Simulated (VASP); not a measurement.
Write the native input for VASP 6.6.1 that does the following.

| Quantity | Value |
| --- | --- |
| Task | single point |
| Functional | PBEsol |
| Potentials or basis | VASP PAW PBE potentials, release 64 (Ni) |
| Cutoff | 600 eV |
| k mesh | 30 × 30 × 30 |
| Occupations | gaussian, width 0.15 eV |
| Spin | collinear spin, ferromagnetic start |
| Starting moments | [0.73] μB |
| Dipole correction | no |
| Further INCAR settings | ALGO = Normal; EDIFF = 1e-06; NBANDS = 15 |

The structure of Ni lies in POSCAR:

```
Ni
1.0
    0.0000000000      1.6623120123      1.6623120123
    1.6623120123      0.0000000000      1.6623120123
    1.6623120123      1.6623120123      0.0000000000
Ni
1
Direct
    0.0000000000      0.0000000000      0.0000000000
```

This cell differs from its parent crystal: strain -0.040 along x and y, -0.040 along z.

The input as run:

INCAR

```
SYSTEM = Ni
PREC = Accurate
ENCUT = 600
EDIFF = 1E-6
ISMEAR = 0
SIGMA = 0.15
LREAL = .FALSE.
LASPH = .TRUE.
NELM = 200
ALGO = Normal
ISIF = 2
LWAVE = .FALSE.
LCHARG = .FALSE.
ISPIN = 2
MAGMOM = 0.73
LORBIT = 11
LMAXMIX = 4
GGA = PS
NBANDS = 15
GGA_COMPAT = .FALSE.
```

KPOINTS

```
Automatic mesh
0
G
  30 30 30
  0 0 0
```

Potentials or basis: VASP PAW PBE potentials, release 64 (Ni).

The run is started by

```sh
$ cat potpaw_PBE.64/Ni/POTCAR > POTCAR
$ mpirun -np 1 vasp_std > vasp.out
```

Results of the run:

```json
{
  "Pressure": "37.2 GPa",
  "Net moment": "0.58 μB per cell",
  "Site moments": "Ni +0.58 μB",
  "Valence electrons inside the program's atomic spheres": "Ni 9.68"
}
```

Caveat: the cell differs from its parent crystal (strain -0.040 along x and y, -0.040 along z); the cell stands under pressure; the PAW data sets were made with another functional, which shifts forces and pressure a little.

Wall time 5.3 min on 1 thread of Oxide Virtual Turin-like Processor (shared host), peak memory 0.26 GiB.
